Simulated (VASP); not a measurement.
# CO2 in VASP: single point with LDA

Aim: the single point of CO2 with LDA.

Everything below comes from runs of VASP 6.6.1. Logs are shortened: lines on timing, memory, paths and dates and some standing lists are left out, and cuts for length are marked.

## 1. The cell of the first run

The cell holds a molecule in a box, 3 atoms: a = 12.000 Å, b = 12.500 Å, c = 13.000 Å, α = 90.00°, β = 90.00°, γ = 90.00°.

## 2. Single point, LDA

Input file INCAR:

```
SYSTEM = CO2
ALGO = Normal ; EDIFF = 1E-6
ENCUT = 1000 ; GGA_COMPAT = .False.
ISIF = 2 ; ISMEAR = 0
LASPH = .True. ; LCHARG = .True.
LELF = .True. ; LREAL = .False.
LVHAR = .True. ; LWAVE = .False.
NBANDS = 15 ; NELM = 120
NELMDL = -8 ; PREC = Accurate
SIGMA = 0.01
```

Input file KPOINTS:

```
k-points
0
Gamma
  1 1 1
  0 0 0
```

Input file POSCAR:

```
CO2
1.0
   12.0000000000      0.0000000000      0.0000000000
    0.0000000000     12.5000000000      0.0000000000
    0.0000000000      0.0000000000     13.0000000000
C O
1 2
Direct
    0.5000000000      0.5000000000      0.5000000000
    0.5000000000      0.5000000000      0.5900471973
    0.5000000000      0.5000000000      0.4099528027
```

Potentials or basis: VASP PAW LDA potentials, release 64 (C_h, O_h).

Command:

```
> cat potpaw_LDA.64/C_h/POTCAR potpaw_LDA.64/O_h/POTCAR > POTCAR
> mpirun -np 1 vasp_gam > vasp.out
```

OUTCAR:

```text
SYSTEM = CO2
   EDIFF = 1E-6
   ENCUT = 1000
   ISIF = 2
   ISMEAR = 0
   LASPH = .True.
   LREAL = .False.
   NELM = 120
   NELMDL = -8
   PREC = Accurate

 ion  position               nearest neighbor table
   1  0.500  0.500  0.500-   2 1.17   3 1.17
   2  0.500  0.500  0.590-   1 1.17
   3  0.500  0.500  0.410-   1 1.17

  LATTYP: Found a simple orthorhombic cell.
 ALAT       =    12.0000000000
 B/A-ratio  =     1.0416666667
 C/A-ratio  =     1.0833333333

  Lattice vectors:

 A1 = (  12.0000000000,   0.0000000000,   0.0000000000)
 A2 = (   0.0000000000,  12.5000000000,   0.0000000000)
 A3 = (   0.0000000000,   0.0000000000,  13.0000000000)

Analysis of symmetry for initial positions (statically):
=====================================================================
 Subroutine PRICEL returns:
 Original cell was already a primitive cell.

 Routine SETGRP: Setting up the symmetry group for a
 simple orthorhombic supercell.

 Subroutine GETGRP returns: Found  8 space group operations
 (whereof  8 operations were pure point group operations)
 out of a pool of  8 trial point group operations.

The static configuration has the point symmetry D_2h.

Analysis of symmetry for dynamics (positions and initial velocities):
=====================================================================
 Subroutine PRICEL returns:
 Original cell was already a primitive cell.

 Routine SETGRP: Setting up the symmetry group for a
 simple orthorhombic supercell.

 Subroutine GETGRP returns: Found  8 space group operations
 (whereof  8 operations were pure point group operations)
 out of a pool of  8 trial point group operations.

The dynamic configuration has the point symmetry D_2h.

 Subroutine INISYM returns: Found  8 space group operations
 (whereof  8 operations are pure point group operations),
 and found     1 'primitive' translations

----------------------------------------------------------------------------------------

                                     Primitive cell

  volume of cell :    1950.0000

  direct lattice vectors                    reciprocal lattice vectors
    12.000000000  0.000000000  0.000000000     0.083333333  0.000000000  0.000000000
     0.000000000 12.500000000  0.000000000     0.000000000  0.080000000  0.000000000
     0.000000000  0.000000000 13.000000000     0.000000000  0.000000000  0.076923077

  length of vectors
    12.000000000 12.500000000 13.000000000     0.083333333  0.080000000  0.076923077

  position of ions in fractional coordinates (direct lattice)
     0.500000000  0.500000000  0.500000000
     0.500000000  0.500000000  0.590047197
     0.500000000  0.500000000  0.409952803

  ion indices of the primitive-cell ions
   primitive index   ion index
                 1           1
                 2           2
                 3           3

----------------------------------------------------------------------------------------

 KPOINTS: k-points

Automatic generation of k-mesh.
 Grid dimensions read from file:
 generate k-points for:    1    1    1

 Generating k-lattice:

  Cartesian coordinates                     Fractional coordinates (reciprocal lattice)
     0.083333333  0.000000000  0.000000000     1.000000000  0.000000000  0.000000000
     0.000000000  0.080000000  0.000000000     0.000000000  1.000000000  0.000000000
     0.000000000  0.000000000  0.076923077     0.000000000  0.000000000  1.000000000

  Length of vectors
     0.083333333  0.080000000  0.076923077

  Shift w.r.t. Gamma in fractional coordinates (k-lattice)
     0.000000000  0.000000000  0.000000000

 Subroutine IBZKPT returns following result:
 ===========================================

 Found      1 irreducible k-points:

 Following reciprocal coordinates:
            Coordinates               Weight
  0.000000  0.000000  0.000000      1.000000
   k-points           NKPTS =      1   k-points in BZ     NKDIM =      1   number of bands    NBANDS=     15
   number of dos      NEDOS =    301   number of ions     NIONS =      3
   total plane-waves  NPLWV = ******
   dimension x,y,z NGX =   126 NGY =  140 NGZ =  140
   dimension x,y,z NGXF=   252 NGYF=  280 NGZF=  280
   ions per type =               1   2
   NGX,Y,Z   is equivalent  to a cutoff of  17.46, 18.62, 17.90 a.u.
   NGXF,Y,Z  is equivalent  to a cutoff of  34.91, 37.24, 35.81 a.u.
 SYSTEM =  CO2
   PREC   = accura    normal or accurate (medium, high low for compatibility)
   ISTART =      0    job   : 0-new  1-cont  2-samecut
   ICHARG =      2    charge: 1-file 2-atom 10-const
   ISPIN  =      1    spin polarized calculation?
   LNONCOLLINEAR =      F non collinear calculations
   LSORBIT =      F    spin-orbit coupling
   LASPH  =      T    aspherical Exc in radial PAW
   ENCUT  = 1000.0 eV  73.50 Ry    8.57 a.u.  30.94 32.23 33.52*2*pi/ulx,y,z
   NELM   =    120;   NELMIN=  2; NELMDL= -8     # of ELM steps
   EDIFF  = 0.1E-05   stopping-criterion for ELM
   LREAL  =      F    real-space projection
   EDIFFG = 0.1E-04   stopping-criterion for IOM
   NSW    =      0    number of steps for IOM
   IBRION =     -1    ionic relax: 0-MD 1-quasi-New 2-CG
   NFREE  =      0    steps in history (QN), initial steepest desc. (CG)
   ISIF   =      2    stress and relaxation
   ISYM   =      2    0-nonsym 1-usesym 2-fastsym
   POTIM  = 0.5000    time-step for ionic-motion
   TEBEG  =    0.0;   TEEND  =   0.0 temperature during run
   PSTRESS=    0.0 pullay stress
   NELECT =      16.0000    total number of electrons
   NUPDOWN=      -1.0000    fix difference up-down
   EMIN   =  10.00;   EMAX   =-10.00  energy-range for DOS
   EFERMI =   0.00;   METHOD = LEGACY
   ISMEAR =     0;   SIGMA  =   0.01  broadening in eV -4-tet -1-fermi 0-gaus
   EFERMI_NEDOS =   21; number of points for ismear=-14 and -15
   IALGO  =     38    algorithm
   IMIX   =      4    mixing-type and parameters
     AMIX     =   0.40;   BMIX     =  1.00
     AMIX_MAG =   1.60;   BMIX_MAG =  1.00
  volume/ion in A,a.u.               =     650.00      4386.42
  Fermi-wavevector in a.u.,A,eV,Ry     =   0.330195  0.623977  1.483422  0.109028
  Thomas-Fermi vector in A             =   1.225290
   LORBIT       =      0    0 simple, 1 ext, 2 COOP (PROOUT), +10 PAW based schemes
   GGA     = CA    functional components
   LHFCALC =     F    Hartree Fock is set to
   AEXX    =    0.0000 exact exchange contribution
   IVDW    =     0    specifies the selected vdW correction
   LEPSILON=     F    determine dielectric tensor
   LRPA    =     F    only Hartree local field effects (RPA)
 non-spin polarized calculation
 Gauss-broadening in eV      SIGMA  =   0.01
  energy-cutoff  :     1000.00
  volume of cell :     1950.00
 maximum number of plane-waves:     70048
 NGX is ok and might be reduce to   126
   NGX = 61   NGY = 65   NGZ = 67

 number of electron      16.0000002 magnetization

 Free energy of the ion-electron system (eV)
  ---------------------------------------------------
  ext. energy  EPLUGINS =         0.00000000
  ---------------------------------------------------
  free energy    TOTEN  =       -24.79912616 eV

  energy without entropy =      -24.79912616  energy(sigma->0) =      -24.79912616

 E-fermi :  -9.0996     XC(G=0):  -0.3741

 val. band max:       -9.1766396332   @ k =   0.0000   0.0000   0.0000
 cond. band min:      -0.9314528997   @ k =   0.0000   0.0000   0.0000
 fundamental gap:      8.2451867336
 Fermi energy:        -9.0996022343

 k-point     1 :       0.0000    0.0000    0.0000
  band No.  band energies     occupation
      1     -28.9374      2.00000
      2     -27.9785      2.00000
      3     -13.7336      2.00000
      4     -12.8048      2.00000
      5     -12.8048      2.00000
      6     -12.6980      2.00000
      7      -9.1767      2.00000
      8      -9.1766      2.00000
      9      -0.9315      0.00000
     10      -0.6629      0.00000
     11      -0.6629      0.00000
     12       0.2919      0.00000
     13       0.7882      0.00000
     14       0.7895      0.00000
     15       0.8528      0.00000

------------------------ aborting loop because EDIFF is reached ----------------------------------------

  FORCE on cell =-STRESS in cart. coord.  units (eV):
  Direction    XX          YY          ZZ          XY          YZ          ZX
  --------------------------------------------------------------------------------------
  -------------------------------------------------------------------------------------
  Total       -0.0107762     -0.0115761     -1.9763846     -0.0000000      0.0000000      0.0000000
  in kB       -0.0088540     -0.0095112     -1.6238557     -0.0000000      0.0000000      0.0000000
  external PRESSURE =      -0.5474070 kB  Pullay stress =       0.0000000 kB

 VOLUME and BASIS-vectors are now :
 -----------------------------------------------------------------------------
  energy-cutoff  :     1000.00
  volume of cell :     1950.00
      direct lattice vectors                 reciprocal lattice vectors
    12.000000000  0.000000000  0.000000000     0.083333333  0.000000000  0.000000000
     0.000000000 12.500000000  0.000000000     0.000000000  0.080000000  0.000000000
     0.000000000  0.000000000 13.000000000     0.000000000  0.000000000  0.076923077

 POSITION                                       TOTAL-FORCE (eV/Angst)
 -----------------------------------------------------------------------------------
      6.00000      6.25000      6.50000         0.000000      0.000000      0.000000
      6.00000      6.25000      7.67061         0.000000     -0.000000     -0.838637
      6.00000      6.25000      5.32939         0.000000      0.000000      0.838637
 -----------------------------------------------------------------------------------
    total drift:                                0.000000     -0.000000     -0.000000

  FREE ENERGIE OF THE ION-ELECTRON SYSTEM (eV)
  ---------------------------------------------------
  free  energy   TOTEN  =       -24.7991261569 eV

  energy  without entropy=      -24.7991261569  energy(sigma->0) =      -24.79912616
```

Run time: 5.2 min. Hardware: 1 thread of Intel Xeon Platinum 8375C at 2.90GHz (Ice Lake), shared host; peak memory 2.3 GiB.

What came out:

```yaml
Free_energy: -24.7991 eV
Largest_force: 0.839 eV/Å
Gap_between_the_frontier_levels: 8.25 eV
```

Forces on the atoms (eV/Å):
```
C    0.000  0.000  0.000
O    0.000  0.000 -0.839
O    0.000  0.000  0.839
```
